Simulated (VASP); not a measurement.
The system is TiSi2.

```xyz
3
Lattice="-1.4729 1.7121 4.2121 1.4729 -1.7121 4.2121 1.4729 1.7121 -4.2121" Properties=species:S:1:pos:R:3 pbc="T T T"
Ti    0.0000    0.0000    0.0000
Si    0.0000    0.0000    2.7793
Si    0.0000    0.0000    5.6448
```

Base run:

* Program: VASP 6.6.1
* Functional: PBE
* Potentials or basis: VASP PAW PBE potentials, release 64 (Ti_sv, Si)
* Cutoff: 520 eV
* k mesh: 8 × 8 × 8
* Occupations: gaussian, width 0.1 eV
* Spin: no spin polarisation

Its results: band gap on the k mesh zero (band 10 reaches 11.33 eV, above the bottom of band 11 at 8.91 eV); pressure 0.3 GPa; largest force 0.038 eV/Å.

Problem. The run is repeated on the same cell with these changes: k mesh from 8 × 8 × 8 to 2 × 2 × 2. What comes out?

Solution. Band gap on the k mesh zero (band 10 reaches 11.28 eV, above the bottom of band 11 at 9.42 eV); pressure -3.6 GPa; largest force 0.759 eV/Å.

Caveats: some runs use coarse meshes.
